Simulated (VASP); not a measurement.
A run of VASP 6.6.1 is set up as follows.

File INCAR:

```
ALGO = Normal ; EDIFF = 1E-6
ENCUT = 520 ; GGA = PS
ISIF = 2 ; ISMEAR = -1
LASPH = True ; LCHARG = True
LELF = True ; LREAL = False
LVHAR = True ; LWAVE = False
NBANDS = 12 ; NELM = 60
PREC = Accurate ; SIGMA = 0.05
```

Contents of KPOINTS:

```
k-points
0
Gamma
  15 15 15
```

Contents of POSCAR:

```
Y
1.0
   -1.8257609529      1.8257609529      1.8257609529
    1.8257609529     -1.8257609529      1.8257609529
    1.8257609529      1.8257609529     -1.8257609529
Y
1
Direct
    0.0000000000      0.0000000000      0.0000000000
```

Potentials or basis: VASP PAW PBE potentials, release 64 (Y_sv).

Run with:

```console
$ cat potpaw_PBE.64/Y_sv/POTCAR > POTCAR
$ mpirun -np 1 vasp_std > vasp.out
```

(1) What does it give for the pressure?

## Answers

(1) 14.7 GPa.

Caveat: the PAW data sets were made with another functional, which shifts forces and pressure a little.
